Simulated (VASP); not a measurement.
A run of VASP 6.6.1 is set up as follows.

Contents of INCAR:

```
SYSTEM = MnS
ALGO     = Normal         ! electronic algorithm
EDIFF    = 1E-6           ! SCF threshold, eV
EDIFFG   = -0.005         ! ionic threshold
ENCUT    = 600            ! plane-wave cutoff, eV
GGA      = PS             ! functional
IBRION   = 2              ! ionic algorithm
ISIF     = 3              ! what is computed and relaxed
ISMEAR   = 0              ! smearing method
ISPIN    = 2              ! spin polarisation
LASPH    = .True.         ! aspherical terms in the spheres
LCHARG   = .False.        ! write CHGCAR
LMAXMIX  = 4              ! l up to which the mixer works
LORBIT   = 11             ! projections on sites
LREAL    = .False.        ! projectors in reciprocal space
LWAVE    = .False.        ! write WAVECAR
MAGMOM   = 4.52 0.12      ! initial moments
NELM     = 150            ! most SCF steps
NSW      = 100            ! ionic steps
PREC     = Accurate       ! precision mode
SIGMA    = 0.1            ! smearing width, eV
```

File KPOINTS:

```
k-points
0
Gamma
  14 14 14
  0 0 0
```

The input POSCAR:

```
MnS
1.0
    0.0000000000      2.8000000000      2.8000000000
    2.8000000000      0.0000000000      2.8000000000
    2.8000000000      2.8000000000      0.0000000000
Mn S
1 1
Direct
    0.0000000000      0.0000000000      0.0000000000
    0.7500000000      0.7500000000      0.7500000000
```

Potentials or basis: VASP PAW PBE potentials, release 64 (Mn_pv, S).

Command:

```console
$ cat potpaw_PBE.64/Mn_pv/POTCAR potpaw_PBE.64/S/POTCAR > POTCAR
$ mpirun -np 1 vasp_std > vasp.out
```

**Question.** Estimate the site moments.

**Answer.** Mn +4.12; S +0.06 μB.

**Question.** Estimate the relaxed cell.

**Answer.** a = 3.869 Å, b = 3.869 Å, c = 3.869 Å, α = 60.00°, β = 60.00°, γ = 60.00°.

Final structure:
```
Mn S
1.0
     0.00000    2.73564    2.73564
     2.73564    0.00000    2.73564
     2.73564    2.73564    0.00000
Mn S
1 1
Cartesian
  2.7356 5.4713 2.7356
  4.1035 4.1035 4.1035
```

Caveat: a cell with one magnetic atom can't hold antiferromagnetic order, which such compounds often take.
